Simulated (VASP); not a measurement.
# Pt (Fm-3m) in VASP: single point with PBE

Aim: the single point of Pt with PBE.

Everything below comes from runs of VASP 6.6.1. Logs are shortened: lines on timing, memory, paths and dates and some standing lists are left out, and cuts for length are marked.

## 1. The cell of the first run

It takes space group Fm-3m (No. 225, cubic). Conventional cell: a = 3.920 Å, b = 3.920 Å, c = 3.920 Å, α = 90.00°, β = 90.00°, γ = 90.00°. Within 3.7 Å of Pt (site symmetry m-3m) lie 12 Pt at 2.77 Å.

## 2. Single point, PBE

INCAR reads:

```
PREC     = Accurate       # precision mode
ENCUT    = 520            # plane-wave cutoff, eV
EDIFF    = 1E-6           # SCF threshold, eV
ISMEAR   = 0              # smearing method
SIGMA    = 0.05           # smearing width, eV
LREAL    = False          # projectors in reciprocal space
LASPH    = True           # aspherical terms in the spheres
NELM     = 100            # most SCF steps
ALGO     = Normal         # electronic algorithm
ISIF     = 2              # what is computed and relaxed
LWAVE    = False          # write WAVECAR
LCHARG   = False          # write CHGCAR
GGA      = PE             # functional
NBANDS   = 11             # bands
```

KPOINTS reads:

```
regular mesh
0
Gamma
  8 8 8
```

POSCAR reads:

```
Pt
1.0
    0.0000000000      1.9600000000      1.9600000000
    1.9600000000      0.0000000000      1.9600000000
    1.9600000000      1.9600000000      0.0000000000
Pt
1
Direct
    0.0000000000      0.0000000000      0.0000000000
```

Potentials or basis: VASP PAW PBE potentials, release 64 (Pt).

The run is started by

```bash
$ cat potpaw_PBE.64/Pt/POTCAR > POTCAR
$ mpirun -np 1 vasp_std > vasp.out
```

OUTCAR:

```text
PREC = Accurate
   ENCUT = 520
   EDIFF = 1E-6
   ISMEAR = 0
   LREAL = False
   LASPH = True
   NELM = 100
   ISIF = 2
   GGA = PE

 ion  position               nearest neighbor table
   1  0.000  0.000  0.000-

  LATTYP: Found a face centered cubic cell.
 ALAT       =     3.9200000000

  Lattice vectors:

 A1 = (   0.0000000000,   1.9600000000,   1.9600000000)
 A2 = (   1.9600000000,   0.0000000000,   1.9600000000)
 A3 = (   1.9600000000,   1.9600000000,   0.0000000000)

Analysis of symmetry for initial positions (statically):
=====================================================================
 Subroutine PRICEL returns:
 Original cell was already a primitive cell.

 Routine SETGRP: Setting up the symmetry group for a
 face centered cubic supercell.

 Subroutine GETGRP returns: Found 48 space group operations
 (whereof 48 operations were pure point group operations)
 out of a pool of 48 trial point group operations.

The static configuration has the point symmetry O_h .

Analysis of symmetry for dynamics (positions and initial velocities):
=====================================================================
 Subroutine PRICEL returns:
 Original cell was already a primitive cell.

 Routine SETGRP: Setting up the symmetry group for a
 face centered cubic supercell.

 Subroutine GETGRP returns: Found 48 space group operations
 (whereof 48 operations were pure point group operations)
 out of a pool of 48 trial point group operations.

The dynamic configuration has the point symmetry O_h .

 Subroutine INISYM returns: Found 48 space group operations
 (whereof 48 operations are pure point group operations),
 and found     1 'primitive' translations

----------------------------------------------------------------------------------------

                                     Primitive cell

  volume of cell :      15.0591

  direct lattice vectors                    reciprocal lattice vectors
     0.000000000  1.960000000  1.960000000    -0.255102041  0.255102041  0.255102041
     1.960000000  0.000000000  1.960000000     0.255102041 -0.255102041  0.255102041
     1.960000000  1.960000000  0.000000000     0.255102041  0.255102041 -0.255102041

  length of vectors
     2.771858582  2.771858582  2.771858582     0.441849696  0.441849696  0.441849696

  position of ions in fractional coordinates (direct lattice)
     0.000000000  0.000000000  0.000000000

  ion indices of the primitive-cell ions
   primitive index   ion index
                 1           1

----------------------------------------------------------------------------------------

 KPOINTS: regular mesh

Automatic generation of k-mesh.
 Grid dimensions read from file:
 generate k-points for:    8    8    8

 Generating k-lattice:

  Cartesian coordinates                     Fractional coordinates (reciprocal lattice)
    -0.031887755  0.031887755  0.031887755     0.125000000  0.000000000  0.000000000
     0.031887755 -0.031887755  0.031887755     0.000000000  0.125000000  0.000000000
     0.031887755  0.031887755 -0.031887755     0.000000000  0.000000000  0.125000000

  Length of vectors
     0.055231212  0.055231212  0.055231212

  Shift w.r.t. Gamma in fractional coordinates (k-lattice)
     0.000000000  0.000000000  0.000000000

 Subroutine IBZKPT returns following result:
 ===========================================

 Found     29 irreducible k-points:

 Following reciprocal coordinates:
            Coordinates               Weight
  0.000000  0.000000  0.000000      1.000000
  0.125000  0.000000  0.000000      8.000000
  0.250000  0.000000  0.000000      8.000000
  0.375000  0.000000  0.000000      8.000000
  0.500000  0.000000  0.000000      4.000000
  0.125000  0.125000  0.000000      6.000000
[... 16 lines left out ...]
  0.500000  0.250000  0.125000     48.000000
 -0.375000  0.250000  0.125000     24.000000
 [... further k-points ...]
   k-points           NKPTS =     29   k-points in BZ     NKDIM =     29   number of bands    NBANDS=     11
   number of dos      NEDOS =    301   number of ions     NIONS =      1
   total plane-waves  NPLWV =  13824
   dimension x,y,z NGX =    24 NGY =   24 NGZ =   24
   dimension x,y,z NGXF=    48 NGYF=   48 NGZF=   48
   ions per type =               1
   NGX,Y,Z   is equivalent  to a cutoff of  14.39, 14.39, 14.39 a.u.
   NGXF,Y,Z  is equivalent  to a cutoff of  28.79, 28.79, 28.79 a.u.
 SYSTEM =  unknown system
   PREC   = accura    normal or accurate (medium, high low for compatibility)
   ISTART =      0    job   : 0-new  1-cont  2-samecut
   ICHARG =      2    charge: 1-file 2-atom 10-const
   ISPIN  =      1    spin polarized calculation?
   LNONCOLLINEAR =      F non collinear calculations
   LSORBIT =      F    spin-orbit coupling
   LASPH  =      T    aspherical Exc in radial PAW
   ENCUT  =  520.0 eV  38.22 Ry    6.18 a.u.   5.15  5.15  5.15*2*pi/ulx,y,z
   NELM   =    100;   NELMIN=  2; NELMDL= -5     # of ELM steps
   EDIFF  = 0.1E-05   stopping-criterion for ELM
   LREAL  =      F    real-space projection
   EDIFFG = 0.1E-04   stopping-criterion for IOM
   NSW    =      0    number of steps for IOM
   IBRION =     -1    ionic relax: 0-MD 1-quasi-New 2-CG
   NFREE  =      0    steps in history (QN), initial steepest desc. (CG)
   ISIF   =      2    stress and relaxation
   ISYM   =      2    0-nonsym 1-usesym 2-fastsym
   POTIM  = 0.5000    time-step for ionic-motion
   TEBEG  =    0.0;   TEEND  =   0.0 temperature during run
   PSTRESS=    0.0 pullay stress
   NELECT =      10.0000    total number of electrons
   NUPDOWN=      -1.0000    fix difference up-down
   EMIN   =  10.00;   EMAX   =-10.00  energy-range for DOS
   EFERMI =   0.00;   METHOD = LEGACY
   ISMEAR =     0;   SIGMA  =   0.05  broadening in eV -4-tet -1-fermi 0-gaus
   EFERMI_NEDOS =   21; number of points for ismear=-14 and -15
   IALGO  =     38    algorithm
   IMIX   =      4    mixing-type and parameters
     AMIX     =   0.40;   BMIX     =  1.00
     AMIX_MAG =   1.60;   BMIX_MAG =  1.00
  volume/ion in A,a.u.               =      15.06       101.62
  Fermi-wavevector in a.u.,A,eV,Ry     =   1.428265  2.699029 27.755077  2.039941
  Thomas-Fermi vector in A             =   2.548345
   LORBIT       =      0    0 simple, 1 ext, 2 COOP (PROOUT), +10 PAW based schemes
   GGA     = PE    functional components
   LHFCALC =     F    Hartree Fock is set to
   AEXX    =    0.0000 exact exchange contribution
   IVDW    =     0    specifies the selected vdW correction
   LEPSILON=     F    determine dielectric tensor
   LRPA    =     F    only Hartree local field effects (RPA)
 non-spin polarized calculation
 Gauss-broadening in eV      SIGMA  =   0.05
  energy-cutoff  :      520.00
  volume of cell :       15.06
 maximum number of plane-waves:       416
 NGX is ok and might be reduce to    24
   NGX = 11   NGY = 11   NGZ = 11

 number of electron      10.0000000 magnetization

 Free energy of the ion-electron system (eV)
  ---------------------------------------------------
  ext. energy  EPLUGINS =         0.00000000
  ---------------------------------------------------
  free energy    TOTEN  =        -6.06832014 eV

  energy without entropy =       -6.06563385  energy(sigma->0) =       -6.06697699

 E-fermi :  11.2444     XC(G=0): -13.5068

 val. band max:       11.2254230588   @ k =  -0.2500   0.1250   0.0000
 cond. band min:      11.2584464640   @ k =   0.5000   0.5000   0.0000
 fundamental gap:      0.0330234052
 Fermi energy:        11.2443965870

 k-point     1 :       0.0000    0.0000    0.0000
  band No.  band energies     occupation
      1       1.0604      2.00000
      2       7.4654      2.00000
      3       7.4654      2.00000
      4       7.4654      2.00000
      5       9.6208      2.00000
      6       9.6208      2.00000
      7      25.9330      0.00000
      8      30.9068      0.00000
      9      30.9068      0.00000
     10      30.9068      0.00000
     11      36.2660      0.00000

 k-point     2 :       0.1250    0.0000    0.0000
  band No.  band energies     occupation
      1       1.6719      2.00000
      2       7.2235      2.00000
      3       7.6847      2.00000
      4       7.6847      2.00000
      5       9.5200      2.00000
      6       9.5200      2.00000
      7      26.8257      0.00000
      8      28.4473      0.00000
      9      31.8479      0.00000
     10      31.8479      0.00000
     11      37.5738      0.00000

 k-point     3 :       0.2500    0.0000    0.0000
  band No.  band energies     occupation
      1       3.1059      2.00000
      2       7.1222      2.00000
      3       7.8387      2.00000
      4       7.8387      2.00000
      5       9.7984      2.00000
      6       9.7984      2.00000
      7      24.6052      0.00000
      8      27.6738      0.00000
      9      33.9583      0.00000
     10      33.9583      0.00000
     11      34.8304      0.00000

 k-point     4 :       0.3750    0.0000    0.0000
  band No.  band energies     occupation
      1       3.8935      2.00000
      2       7.5590      2.00000
      3       7.5590      2.00000
      4       8.7909      2.00000
      5      10.7582      2.00000
      6      10.7582      2.00000
      7      20.0777      0.00000
      8      26.1997      0.00000
      9      31.7051      0.00000
     10      31.7051      0.00000
     11      37.7311      0.00000

 k-point     5 :       0.5000    0.0000    0.0000
  band No.  band energies     occupation
      1       3.9373      2.00000
      2       7.4011      2.00000
      3       7.4011      2.00000
      4      10.8159      2.00000
      5      11.2937      0.16295
      6      11.2937      0.16295
      7      17.1222      0.00000
      8      25.5031      0.00000
      9      30.2820      0.00000
     10      30.2820      0.00000
     11      39.7232      0.00000
[... 211 lines left out ...]
 k-point    21 :       0.5000    0.5000    0.0000
  band No.  band energies     occupation
      1       4.1832      2.00000
      2       4.6353      2.00000
      3      11.2584      0.69108
      4      11.7465      0.00000
      5      11.7465      0.00000
      6      13.0701      0.00000
      7      20.1712      0.00000
      8      22.6917      0.00000
      9      22.6917      0.00000
     10      31.4567      0.00000
     11      34.7333      0.00000

 k-point    22 :       0.3750    0.2500    0.1250
  band No.  band energies     occupation
      1       4.3874      2.00000
      2       6.1476      2.00000
      3       7.4499      2.00000
      4       9.1264      2.00000
      5       9.2133      2.00000
      6      11.2760      0.37181
      7      24.8232      0.00000
      8      27.0478      0.00000
      9      29.2617      0.00000
     10      31.5195      0.00000
     11      35.6043      0.00000

 k-point    23 :       0.5000    0.2500    0.1250
  band No.  band energies     occupation
      1       5.1964      2.00000
      2       6.6483      2.00000
      3       6.9384      2.00000
      4       8.8321      2.00000
      5      10.5155      2.00000
      6      13.1975      0.00000
      7      20.5687      0.00000
      8      25.6972      0.00000
      9      27.5232      0.00000
     10      31.7920      0.00000
     11      35.6043      0.00000

 k-point    24 :      -0.3750    0.2500    0.1250
  band No.  band energies     occupation
      1       5.2160      2.00000
      2       6.4399      2.00000
      3       7.8140      2.00000
      4       8.5670      2.00000
      5      11.0632      2.00000
      6      15.7086      0.00000
      7      16.8033      0.00000
      8      26.0282      0.00000
      9      26.3831      0.00000
     10      30.4677      0.00000
     11      37.4995      0.00000

 [... further k-points ...]
[... 5 lines left out ...]
  --------------------------------------------------------------------------------------
  -------------------------------------------------------------------------------------
  Total        0.8642285      0.8642285      0.8642285     -0.0000000      0.0000000      0.0000000
  in kB       91.9477178     91.9477178     91.9477178     -0.0000000      0.0000000      0.0000000
  external PRESSURE =      91.9477178 kB  Pullay stress =       0.0000000 kB

 VOLUME and BASIS-vectors are now :
 -----------------------------------------------------------------------------
  energy-cutoff  :      520.00
  volume of cell :       15.06
      direct lattice vectors                 reciprocal lattice vectors
     0.000000000  1.960000000  1.960000000    -0.255102041  0.255102041  0.255102041
     1.960000000  0.000000000  1.960000000     0.255102041 -0.255102041  0.255102041
     1.960000000  1.960000000  0.000000000     0.255102041  0.255102041 -0.255102041

 POSITION                                       TOTAL-FORCE (eV/Angst)
 -----------------------------------------------------------------------------------
      0.00000      0.00000      0.00000         0.000000      0.000000      0.000000
 -----------------------------------------------------------------------------------
    total drift:                               -0.000000      0.000000     -0.000000

  FREE ENERGIE OF THE ION-ELECTRON SYSTEM (eV)
  ---------------------------------------------------
  free  energy   TOTEN  =        -6.0683201380 eV

  energy  without entropy=       -6.0656338495  energy(sigma->0) =       -6.06697699
```

Wall time 3.9 s (1 thread of Intel Xeon Platinum 8488C (Sapphire Rapids), shared host); peak memory 0.14 GiB.

What came out:

- Free energy: -6.0683 eV
- Pressure: 9.2 GPa
- Band gap on the k mesh: zero (band 5 reaches 11.75 eV, above the bottom of band 6 at 9.52 eV)

Levels at points of the mesh, in eV from the Fermi level:
| k point | band 1 | band 2 | band 3 | band 4 | band 5 | band 6 | band 7 | band 8 | band 9 | band 10 |
| --- | --- | --- | --- | --- | --- | --- | --- | --- | --- | --- |
| (0.00, 0.00, 0.00) | -10.18 | -3.78 | -3.78 | -3.78 | -1.62 | -1.62 | 14.69 | 19.66 | 19.66 | 19.66 |
| (0.50, 0.00, 0.00) | -7.31 | -3.84 | -3.84 | -0.43 | 0.05 | 0.05 | 5.88 | 14.26 | 19.04 | 19.04 |
| (0.50, 0.50, 0.00) | -7.06 | -6.61 | 0.01 | 0.50 | 0.50 | 1.83 | 8.93 | 11.45 | 11.45 | 20.21 |

Caveat: spin-orbit coupling is left out, which moves the levels of the heavy elements.
